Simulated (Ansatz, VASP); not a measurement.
## One calculation of Mg, two programs

The input INCAR:

```
ALGO = Normal ; EDIFF = 1E-6
ENCUT = 520 ; GGA = RE
ISIF = 2 ; ISMEAR = -1
LASPH = T ; LCHARG = T
LELF = T ; LREAL = F
LVHAR = T ; LWAVE = F
NBANDS = 9 ; NELM = 60
PREC = Accurate ; SIGMA = 0.1
```

File KPOINTS:

```
k-points
0
Gamma
  21 21 10
```

The input POSCAR:

```
Mg
1.0
   -2.1142272913      1.7398724721      1.5498981188
    1.7398724721     -2.1142272913      1.5498981188
    3.9022752565      3.9022752565     -2.2355296557
Mg
2
Direct
    0.9584144310      0.0415855690      1.0000000000
    0.7915855690      0.2084144310      0.5000000000
```

Input for Ansatz:

```yaml
crystal:
  lattice:
    - [-2.1142272913, 1.7398724721, 1.5498981188]
    - [1.7398724721, -2.1142272913, 1.5498981188]
    - [3.9022752565, 3.9022752565, -2.2355296557]
  atoms:
    - { symbol: Mg, position: [0.958414431, 0.041585569, 1.0] }
    - { symbol: Mg, position: [0.791585569, 0.208414431, 0.5] }
hamiltonian:
  xc: revpbe
  pseudopotentials:
    kind: paw
    azcp:
      Mg: "pseudopotentials/Mg.paw.azcp"
basis:
  ecutwfc: 420
  fft_grid_basis: typed
kpoints:
  mp_grid: { grid: [21, 21, 10], shift: [0, 0, 0] }
magnetization:
  spin_polarized: false
scf:
  occupations: { method: fermi_dirac, width: 0.1 }
output:
  stress: true
```

Alike in both runs: task single point; functional revPBE; k mesh 21 × 21 × 10; occupations fermi-dirac, width 0.1 eV; no spin polarisation.

```csv
,VASP,Ansatz
version,VASP 6.6.1,Ansatz 0.2.0
potentials or method,"VASP PAW PBE potentials, release 64 (Mg), cutoff 520 eV","plane waves (420 eV) with PAW, scalar-relativistic"
valence electrons in the cell,4,20
```

Ansatz gave:

```
pressure (GPa)                                                : 3.4
traceless stress, the component that is largest in VASP (GPa) : 0.25
```

Q: Which values does VASP return?

A: Pressure (GPa): 3.2; traceless stress, the component that is largest in VASP (GPa): 0.25.

VASP's potentials were made for PBE, not for revPBE. VASP's potentials hold 4 valence electrons a cell and Ansatz's 20, so a difference there can come from the potentials and not from the codes.
